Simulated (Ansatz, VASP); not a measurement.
One calculation of SiC, two programs

File INCAR:

```
SYSTEM = SiC
PREC = Accurate
ENCUT = 600
EDIFF = 1E-6
ISMEAR = 0
SIGMA = 0.01
LREAL = .False.
LASPH = .True.
NELM = 120
ALGO = Normal
ISIF = 2
LWAVE = .False.
LCHARG = .False.
GGA = PS
NBANDS = 11
GGA_COMPAT = .False.
```

KPOINTS

```
regular mesh
0
Gamma
  10 10 10
  0 0 0
```

POSCAR

```
SiC
1.0
    0.0000000000      2.1783829256      2.1783829256
    2.1783829256      0.0000000000      2.1783829256
    2.1783829256      2.1783829256      0.0000000000
Si C
1 1
Direct
    0.0000000000      0.0000000000      0.0000000000
    0.2500000000      0.2500000000      0.2500000000
```

Input for Ansatz:

```yaml
crystal:
  lattice:
    - [0.0, 2.1783829241, 2.1783829241]
    - [2.1783829241, 0.0, 2.1783829241]
    - [2.1783829241, 2.1783829241, 0.0]
  atoms:
    - { symbol: Si, position: [0.0, 0.0, 0.0] }
    - { symbol: C, position: [0.25, 0.25, 0.25] }
basis:
  ecutwfc: 600.0
kpoints:
  mp_grid: { grid: [10, 10, 10] }
  band_path:
    path:
      - [0.0, 0.0, 0.0]
      - [0.0, 0.0, 0.0]
      - [0.0, 0.0, 0.0]
      - [0.0, 0.0, 0.0]
      - [0.0, 0.0, 0.0]
      - [0.0, 0.0, 0.0]
      - [0.0, 0.0, 0.0]
      - [0.0, 0.0, 0.0]
      - [0.0, 0.0, 0.0]
      - [0.0, 0.0, 0.0]
      - [0.0, 0.0, 0.0]
      - [0.0, 0.0, 0.0]
      - [0.0, 0.0, 0.0]
      - [0.0, 0.0, 0.0]
      - [0.0, 0.0, 0.0]
      - [0.0, 0.0, 0.0]
      - [0.0, 0.0, 0.0]
      - [0.0, 0.0, 0.0]
      - [0.0, 0.0, 0.0]
      - [0.0, 0.0, 0.0]
      - [0.0, 0.0, 0.0]
      - [0.0, 0.0, 0.0]
      - [0.0, 0.0, 0.0]
      - [0.0, 0.0, 0.0]
      - [0.0, 0.0, 0.0]
      - [0.0, 0.0, 0.0]
      - [0.3, 0.3, 0.0]
      - [0.3166666667, 0.3166666667, 0.0]
      - [0.3333333333, 0.3333333333, 0.0]
      - [0.35, 0.35, 0.0]
      - [0.3666666667, 0.3666666667, 0.0]
      - [0.3833333333, 0.3833333333, 0.0]
      - [0.4, 0.4, 0.0]
      - [0.4166666667, 0.4166666667, 0.0]
      - [0.4333333333, 0.4333333333, 0.0]
      - [0.45, 0.45, 0.0]
      - [0.4666666667, 0.4666666667, 0.0]
      - [0.4833333333, 0.4833333333, 0.0]
      - [0.5, 0.5, 0.0]
      - [0.5, 0.5, 0.5]
      - [0.5, 0.5, 0.5]
      - [0.5, 0.5, 0.5]
      - [0.5, 0.5, 0.5]
      - [0.5, 0.5, 0.5]
      - [0.5, 0.5, 0.5]
      - [0.5, 0.5, 0.5]
      - [0.5, 0.5, 0.5]
      - [0.5, 0.5, 0.5]
      - [0.5, 0.5, 0.5]
      - [0.5, 0.5, 0.5]
      - [0.5, 0.5, 0.5]
      - [0.5, 0.5, 0.5]
    npoints: 1
hamiltonian:
  xc: pbesol
  pseudopotentials: { kind: paw }
scf:
  occupations: { method: fixed }
  n_extra_bands: 5
output:
  eigenvalues: true
```

Alike in both runs: task single point; functional PBEsol; k mesh 10 × 10 × 10; no spin polarisation.

|  | VASP | Ansatz |
| --- | --- | --- |
| version | VASP 6.6.1 | Ansatz 0.2.0 |
| potentials or method | VASP PAW PBE potentials, release 64 (Si, C), cutoff 600 eV | scalar-relativistic, plane waves, PAW |
| occupations | gaussian, width 0.01 eV | fixed |
| valence electrons in the cell | 8 | 8 |

|  | VASP | Ansatz | Ansatz less VASP |
| --- | --- | --- | --- |
| gap on the k mesh at the Fermi level (eV) | 1.23 | 1.24 | +0.010 |
| least direct gap on the mesh (eV) | 4.44 | 4.45 | +0.009 |

VASP's potentials were made for PBE, not for PBEsol.
